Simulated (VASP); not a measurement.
Al:

```
Al
1.0
     2.82708    0.00000    0.00000
    -1.41354    2.44832    0.00000
     0.00000    0.00000    9.18599
Al
4
Direct
  0.00000 0.00000 0.00000
  0.33333 0.66667 0.25000
  0.00000 0.00000 0.50000
  0.66667 0.33333 0.75000
```

```yaml
Program: VASP 6.6.1
Task: relaxation of cell and atoms
Functional: PBEsol
Potentials_or_basis: VASP PAW PBE potentials, release 64 (Al)
Cutoff: 600 eV
k_mesh: 9 × 9 × 3
Occupations: methfessel-paxton, width 0.1 eV
Spin: no spin polarisation
```

At the start: pressure 1.6 GPa; volume 15.90 Å³/atom.

Problem. Where does the relaxation end?

Solution. Over 5 steps the energy falls by 4.7 meV/atom and the volume is 16.23 Å³/atom (+2.1 %); space group P6_3/mmc (No. 194, to 0.05 Å).

Step by step:
| step | energy change (eV) | largest force (eV/Å) | pressure (GPa) | volume (Å³) |
| --- | --- | --- | --- | --- |
| 1 | 0.0000 | 0.0000 | 1.59 | 63.58 |
| 2 | -0.0181 | 0.0000 | -0.13 | 65.03 |
| 3 | -0.0183 | 0.0000 | -0.36 | 65.23 |
| 4 | -0.0183 | 0.0000 | -0.33 | 65.19 |
| 5 | -0.0188 | 0.0000 | 0.04 | 64.92 |

Final structure:
```
CELL_PARAMETERS angstrom
2.82441 0.00000 0.00000
-1.41221 2.44602 0.00000
0.00000 0.00000 9.39719
ATOMIC_POSITIONS crystal
Al 0.00000 0.00000 0.00000
Al 0.33333 0.66667 0.25000
Al 0.00000 0.00000 0.50000
Al 0.66667 0.33333 0.75000
```

Caveat: the PAW data sets were made with another functional, which shifts forces and pressure a little.
